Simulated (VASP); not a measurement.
# GdN: relaxation of cell and atoms with PBE

GdN:

```
CELL_PARAMETERS angstrom
3.03173 0.00000 0.00000
0.00000 3.03173 0.00000
0.00000 0.00000 3.03173
ATOMIC_POSITIONS crystal
Gd 0.00000 0.00000 0.00000
N 0.50000 0.50000 0.50000
```

The cell was built from a structure type or drawn by symmetry, and may not be a known phase.

```yaml
Program: VASP 6.6.1
Task: relaxation of cell and atoms
Functional: PBE
Potentials_or_basis: VASP PAW PBE potentials, release 64 (Gd, N)
Cutoff: 600 eV
k_mesh: 18 × 18 × 18
Occupations: gaussian, width 0.1 eV
Spin: collinear spin, ferromagnetic start
Starting_moments: "[7.55, 0.0] μB"
Dipole_correction: no
Further_INCAR_settings: ALGO = Normal; EDIFF = 1e-07; IBRION = 2; EDIFFG = -0.01; NSW = 100; ISIF = 3
```

The relaxed volume is 13.96 Å³/atom and the relaxed cell is a = 3.034 Å, b = 3.034 Å, c = 3.034 Å, α = 90.00°, β = 90.00°, γ = 90.00°. The space group after relaxing (to 0.1 Å) is Pm-3m (No. 221) and the energy gained by relaxing is 0.0 meV/atom. The ionic steps are 3 and the pressure after relaxing is 0.0 GPa. The band gap on the k mesh is zero (filled and empty bands overlap), the net moment is 6.99 μB per cell and the site moments are Gd +6.78; N -0.04 μB. The valence electrons inside the program's atomic spheres are Gd 15.29; N 3.59.

Final structure:
```cif
data_structure
_symmetry_space_group_name_H-M 'P 1'
_symmetry_Int_Tables_number 1
_cell_length_a 3.0340
_cell_length_b 3.0340
_cell_length_c 3.0340
_cell_angle_alpha 90.000
_cell_angle_beta 90.000
_cell_angle_gamma 90.000
_cell_volume 27.93
loop_
_atom_site_label
_atom_site_type_symbol
_atom_site_fract_x
_atom_site_fract_y
_atom_site_fract_z
_atom_site_occupancy
Gd1 Gd 0.00000 0.00000 0.00000 1
N1 N 0.50000 0.50000 0.50000 1
```

Levels at points of the mesh, in eV from the Fermi level:
Spin up:
```tsv
k point	band 13	band 14	band 15	band 16	band 17	band 18
(0.00, 0.00, 0.00)	-1.04	-1.04	0.25	0.25	0.25	4.29
(0.50, 0.00, 0.00)	-3.76	-1.35	-1.35	0.04	6.09	7.45
(0.50, 0.50, 0.00)	-1.69	-1.69	0.42	0.58	2.86	4.13
(0.50, 0.50, 0.50)	-3.81	-3.81	-3.68	7.78	7.78	7.78
```
Spin down:
```csv
k point,band 5,band 6,band 7,band 8,band 9,band 10,band 11,band 12
"(0.00, 0.00, 0.00)",-13.54,-0.39,-0.39,-0.39,-0.11,-0.11,1.31,1.31
"(0.50, 0.00, 0.00)",-11.60,-4.61,-1.20,-1.20,0.98,1.12,1.14,1.35
"(0.50, 0.50, 0.00)",-12.68,-1.93,-1.93,-0.51,1.27,1.27,1.47,1.61
"(0.50, 0.50, 0.50)",-11.69,-4.63,-4.63,-4.63,1.30,1.30,1.30,1.58
```

Wall time 29 min on 1 thread of Oxide Virtual Turin-like Processor, on a shared host, peak memory 0.35 GiB.

Caveat: spin-orbit coupling is left out, which moves the levels of the heavy elements; a cell with one magnetic atom can't hold antiferromagnetic order, which such compounds often take; semilocal functionals describe open f shells poorly, which spoils levels, moments and volumes. With open d or f shells a metallic result of PBE can be an artefact of self-interaction; +U or a hybrid may open a gap.
